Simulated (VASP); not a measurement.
A run of VASP 6.6.1 is set up as follows.

Contents of INCAR:

```
SYSTEM = Cd
PREC = Accurate
ENCUT = 520
EDIFF = 1E-7
ISMEAR = -1
SIGMA = 0.05
LREAL = .FALSE.
LASPH = .TRUE.
NELM = 80
ALGO = Normal
ISIF = 2
LWAVE = .FALSE.
LCHARG = .FALSE.
GGA = PE
NBANDS = 12
```

Contents of KPOINTS:

```
Automatic mesh
0
G
  17 17 17
  0 0 0
```

Contents of POSCAR:

```
Cd
1.0
   -1.5999607334      1.5999607334      1.5999607334
    1.5999607334     -1.5999607334      1.5999607334
    1.5999607334      1.5999607334     -1.5999607334
Cd
1
Direct
    0.0000000000      0.0000000000      0.0000000000
```

Potentials or basis: VASP PAW PBE potentials, release 64 (Cd).

The run is started by

```bash
$ cat potpaw_PBE.64/Cd/POTCAR > POTCAR
$ mpirun -np 1 vasp_std > vasp.out
```

Problem. Predict the band gap on the k mesh.

Solution. Zero (bands 6 and 7 overlap by 3.54 eV).

Problem. Estimate the pressure.

Solution. 38.7 GPa.

Caveat: the cell stands under pressure.
